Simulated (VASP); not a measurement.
# TiAl (P-6m2) in VASP: single point with PBEsol

Aim: the single point of TiAl with PBEsol.

All numbers are computed with VASP 6.6.1; they aren't measurements. Logs are shortened: lines on timing, memory, paths and dates and some standing lists are left out, and cuts for length are marked.

### 1 The cell of the first run

Symmetry: P-6m2, No. 187, hexagonal system. Conventional cell: a = 2.867 Å, b = 2.867 Å, c = 4.678 Å, α = 90.00°, β = 90.00°, γ = 120.00°. Ti (site symmetry -6m2) has 6 Al at 2.87 Å and 6 Ti at 2.87 Å within 3.8 Å. Al (site symmetry -6m2) has 6 Ti at 2.87 Å and 6 Al at 2.87 Å within 3.8 Å.

### 2 Single point, PBEsol

INCAR reads:

```
SYSTEM = TiAl
  PREC = Accurate
  ENCUT = 520
  EDIFF = 1E-6
  ISMEAR = 0
  SIGMA = 0.02
  LREAL = .False.
  LASPH = .True.
  NELM = 60
  ALGO = Normal
  ISIF = 2
  LWAVE = .False.
  LCHARG = .True.
  GGA = PS
  LELF = .True.
  LVHAR = .True.
  NBANDS = 14
```

KPOINTS reads:

```
Automatic mesh
0
Gamma
  9 9 5
  0 0 0
```

POSCAR reads:

```
TiAl
1.0
    2.8672620000      0.0000000000      0.0000000000
   -1.4336310000      2.4831220000      0.0000000000
    0.0000000000      0.0000000000      4.6780830000
Ti Al
1 1
Direct
    0.0000000000      0.0000000000      0.0000000000
    0.3333333333      0.6666666667      0.5000000000
```

Potentials or basis: VASP PAW PBE potentials, release 64 (Ti_sv, Al).

Run with:

```
$ cat potpaw_PBE.64/Ti_sv/POTCAR potpaw_PBE.64/Al/POTCAR > POTCAR
$ mpirun -np 1 vasp_std > vasp.out
```

OUTCAR:

```text
SYSTEM = TiAl
   PREC = Accurate
   ENCUT = 520
   EDIFF = 1E-6
   ISMEAR = 0
   LREAL = .False.
   LASPH = .True.
   NELM = 60
   ISIF = 2
   GGA = PS

 ion  position               nearest neighbor table
   1  0.000  0.000  0.000-   2 2.87   2 2.87   2 2.87   2 2.87   2 2.87   2 2.87
   2  0.333  0.667  0.500-   1 2.87   1 2.87   1 2.87   1 2.87   1 2.87   1 2.87

  LATTYP: Found a hexagonal cell.
 ALAT       =     2.8672620000
 C/A-ratio  =     1.6315505873

  Lattice vectors:

 A1 = (   2.8672620000,   0.0000000000,   0.0000000000)
 A2 = (  -1.4336310000,   2.4831220000,   0.0000000000)
 A3 = (   0.0000000000,   0.0000000000,   4.6780830000)

Analysis of symmetry for initial positions (statically):
=====================================================================
 Subroutine PRICEL returns:
 Original cell was already a primitive cell.

 Routine SETGRP: Setting up the symmetry group for a
 hexagonal supercell.

 Subroutine GETGRP returns: Found 12 space group operations
 (whereof 12 operations were pure point group operations)
 out of a pool of 24 trial point group operations.

The static configuration has the point symmetry D_3h.

Analysis of symmetry for dynamics (positions and initial velocities):
=====================================================================
 Subroutine PRICEL returns:
 Original cell was already a primitive cell.

 Routine SETGRP: Setting up the symmetry group for a
 hexagonal supercell.

 Subroutine GETGRP returns: Found 12 space group operations
 (whereof 12 operations were pure point group operations)
 out of a pool of 24 trial point group operations.

The dynamic configuration has the point symmetry D_3h.

 Subroutine INISYM returns: Found 12 space group operations
 (whereof 12 operations are pure point group operations),
 and found     1 'primitive' translations

----------------------------------------------------------------------------------------

                                     Primitive cell

  volume of cell :      33.3068

  direct lattice vectors                    reciprocal lattice vectors
     2.867262000  0.000000000  0.000000000     0.348764780  0.201359418  0.000000000
    -1.433631000  2.483122000  0.000000000     0.000000000  0.402718835  0.000000000
     0.000000000  0.000000000  4.678083000     0.000000000  0.000000000  0.213762774

  length of vectors
     2.867262000  2.867262233  4.678083000     0.402718868  0.402718835  0.213762774
[... 85 lines left out ...]
   IBRION =     -1    ionic relax: 0-MD 1-quasi-New 2-CG
   NFREE  =      0    steps in history (QN), initial steepest desc. (CG)
   ISIF   =      2    stress and relaxation
   ISYM   =      2    0-nonsym 1-usesym 2-fastsym
   POTIM  = 0.5000    time-step for ionic-motion
   TEBEG  =    0.0;   TEEND  =   0.0 temperature during run
   PSTRESS=    0.0 pullay stress
   NELECT =      15.0000    total number of electrons
   NUPDOWN=      -1.0000    fix difference up-down
   EMIN   =  10.00;   EMAX   =-10.00  energy-range for DOS
   EFERMI =   0.00;   METHOD = LEGACY
   ISMEAR =     0;   SIGMA  =   0.02  broadening in eV -4-tet -1-fermi 0-gaus
   EFERMI_NEDOS =   21; number of points for ismear=-14 and -15
   IALGO  =     38    algorithm
   IMIX   =      4    mixing-type and parameters
     AMIX     =   0.40;   BMIX     =  1.00
     AMIX_MAG =   1.60;   BMIX_MAG =  1.00
  volume/ion in A,a.u.               =      16.65       112.38
  Fermi-wavevector in a.u.,A,eV,Ry     =   1.254857  2.371335 21.424622  1.574665
  Thomas-Fermi vector in A             =   2.388641
   LORBIT       =      0    0 simple, 1 ext, 2 COOP (PROOUT), +10 PAW based schemes
   GGA     = PS    functional components
   LHFCALC =     F    Hartree Fock is set to
   AEXX    =    0.0000 exact exchange contribution
   IVDW    =     0    specifies the selected vdW correction
   LEPSILON=     F    determine dielectric tensor
   LRPA    =     F    only Hartree local field effects (RPA)
 non-spin polarized calculation
 Gauss-broadening in eV      SIGMA  =   0.02
  energy-cutoff  :      520.00
  volume of cell :       33.31
 maximum number of plane-waves:       917
 NGX is ok and might be reduce to    24
   NGX = 11   NGY = 11   NGZ = 17

 number of electron      15.0000001 magnetization

 Free energy of the ion-electron system (eV)
  ---------------------------------------------------
  ext. energy  EPLUGINS =         0.00000000
  ---------------------------------------------------
  free energy    TOTEN  =       -12.92103925 eV

  energy without entropy =      -12.91999097  energy(sigma->0) =      -12.92051511

 E-fermi :   7.8159     XC(G=0): -11.0309

 val. band max:        7.8110493284   @ k =   0.1111   0.1111   0.4000
 cond. band min:       7.8394960902   @ k =   0.2222   0.1111   0.0000
 fundamental gap:      0.0284467618
 Fermi energy:         7.8159192748

 k-point     1 :       0.0000    0.0000    0.0000
  band No.  band energies     occupation
      1     -48.4619      2.00000
      2     -24.8931      2.00000
      3     -24.4583      2.00000
      4     -24.4583      2.00000
      5      -1.1593      2.00000
      6       5.4953      2.00000
      7       5.9448      2.00000
      8       9.1002      0.00000
      9       9.1002      0.00000
     10      10.5780      0.00000
     11      10.5780      0.00000
     12      11.6893      0.00000
     13      20.6313      0.00000
     14      20.6313      0.00000
[... 377 lines left out ...]
      1     -48.3528      2.00000
      2     -24.8663      2.00000
      3     -24.8629      2.00000
      4     -24.7861      2.00000
      5       5.9829      2.00000
      6       5.9940      2.00000
      7       6.0848      2.00000
      8       7.2280      2.00000
      9       7.8009      1.71039
     10      10.1138      0.00000
     11      10.9358      0.00000
     12      10.9620      0.00000
     13      14.5663      0.00000
     14      14.9961      0.00000

 [... further k-points ...]
[... 5 lines left out ...]
  --------------------------------------------------------------------------------------
  -------------------------------------------------------------------------------------
  Total       -0.7043068     -0.7043070     -0.5603828      0.0000000      0.0000000      0.0000000
  in kB      -33.8796647    -33.8796721    -26.9564059      0.0000000      0.0000000      0.0000000
  external PRESSURE =     -31.5719142 kB  Pullay stress =       0.0000000 kB

 VOLUME and BASIS-vectors are now :
 -----------------------------------------------------------------------------
  energy-cutoff  :      520.00
  volume of cell :       33.31
      direct lattice vectors                 reciprocal lattice vectors
     2.867262000  0.000000000  0.000000000     0.348764780  0.201359418  0.000000000
    -1.433631000  2.483122000  0.000000000     0.000000000  0.402718835  0.000000000
     0.000000000  0.000000000  4.678083000     0.000000000  0.000000000  0.213762774

 POSITION                                       TOTAL-FORCE (eV/Angst)
 -----------------------------------------------------------------------------------
      0.00000      0.00000      0.00000         0.000000      0.000000      0.000000
     -0.00000      1.65541      2.33904        -0.000000     -0.000000      0.000000
 -----------------------------------------------------------------------------------
    total drift:                                0.000000      0.000000      0.000000

  FREE ENERGIE OF THE ION-ELECTRON SYSTEM (eV)
  ---------------------------------------------------
  free  energy   TOTEN  =       -12.9210392512 eV

  energy  without entropy=      -12.9199909691  energy(sigma->0) =      -12.92051511
```

OSZICAR:

```text
N       E                     dE             d eps       ncg     rms          rms(c)
DAV:   1     0.950150703524E+02    0.95015E+02   -0.70235E+03  1008   0.107E+03
DAV:   2    -0.874184845151E+01   -0.10376E+03   -0.99847E+02  1044   0.294E+02
DAV:   3    -0.143957310523E+02   -0.56539E+01   -0.55445E+01  1542   0.649E+01
DAV:   4    -0.145565226997E+02   -0.16079E+00   -0.16063E+00  1160   0.971E+00
DAV:   5    -0.145626672731E+02   -0.61446E-02   -0.61441E-02  1516   0.179E+00    0.953E+00
DAV:   6    -0.132667544692E+02    0.12959E+01   -0.63502E+00  1134   0.309E+01    0.374E+00
DAV:   7    -0.129511178489E+02    0.31564E+00   -0.73296E-01  1128   0.100E+01    0.201E+00
DAV:   8    -0.129269935719E+02    0.24124E-01   -0.18011E-01  1164   0.427E+00    0.817E-01
DAV:   9    -0.129231602405E+02    0.38333E-02   -0.51231E-02  1092   0.285E+00    0.480E-01
DAV:  10    -0.129211537366E+02    0.20065E-02   -0.51244E-03  1140   0.810E-01    0.134E-01
DAV:  11    -0.129210621230E+02    0.91614E-04   -0.15547E-03  1244   0.352E-01    0.623E-02
DAV:  12    -0.129210442404E+02    0.17883E-04   -0.16429E-04  1086   0.127E-01    0.139E-02
DAV:  13    -0.129210396187E+02    0.46217E-05   -0.15064E-05  1170   0.434E-02    0.830E-03
DAV:  14    -0.129210392512E+02    0.36747E-06   -0.11203E-06   860   0.102E-02
   1 F= -.12921039E+02 E0= -.12920515E+02  d E =-.104828E-02
```

Wall time 12 s (1 thread of Intel Xeon Platinum 8375C at 2.90GHz (Ice Lake), shared host); peak memory 0.16 GiB.

What came out:

```yaml
Free_energy: -12.9210 eV
Pressure: -3.2 GPa
```

Caveat: the PAW data sets were made with another functional, which shifts forces and pressure a little.
